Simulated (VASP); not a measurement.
A run of VASP 6.6.1 is set up as follows.

The input INCAR:

```
  ALGO = Normal
  EDIFF = 1E-6
  EDIFFG = -0.01
  ENCUT = 600
  GGA = PE
  IBRION = 2
  ISIF = 3
  ISMEAR = 0
  LASPH = T
  LCHARG = F
  LREAL = F
  LWAVE = F
  NELM = 100
  NSW = 100
  PREC = Accurate
  SIGMA = 0.1
```

File KPOINTS:

```
k-points
0
Gamma
  32 32 28
```

Contents of POSCAR:

```
C
1.0
    1.7002592782      0.0000000000      0.0000000000
    0.0000000000      1.7002592782      0.0000000000
    0.0000000000      0.0000000000      1.9750966860
C
1
Direct
    0.5000000000      0.5000000000      0.0000000000
```

Potentials or basis: VASP PAW PBE potentials, release 64 (C).

Command:

```sh
$ cat potpaw_PBE.64/C/POTCAR > POTCAR
$ mpirun -np 1 vasp_std > vasp.out
```

(1) Predict the space group after relaxing (to 0.1 Å).

(2) What does it give for the band gap on the k mesh?

Answers

(1) P4/mmm (No. 123).

(2) zero (bands 2 and 3 overlap by 8.65 eV).
